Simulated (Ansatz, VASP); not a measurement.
# One calculation of Ge, two programs

```
Ge
1.0
     0.00000    2.83743    2.83743
     2.83743    0.00000    2.83743
     2.83743    2.83743    0.00000
Ge
2
Direct
  0.00000 0.00000 0.00000
  0.25000 0.25000 0.25000
```

Alike in both runs: task electric field gradients; functional r2SCAN; k mesh 11 × 11 × 11; occupations fermi-dirac, width 0.05 eV; no spin polarisation.

```csv
,VASP,Ansatz
version,VASP 6.6.1,Ansatz 0.2.0
potentials or method,"VASP PAW PBE potentials, release 64 (Ge_d)","PAW with Ansatz's default frozen-core files, scalar-relativistic"
plane-wave cutoff (eV),520,500
valence electrons in the cell,28,28
```

|  | VASP | Ansatz | Ansatz less VASP |
| --- | --- | --- | --- |
| pressure (GPa) | 0.0 | 0.0 | -0.04 |

VASP's potentials were made for PBE, not for r2SCAN.
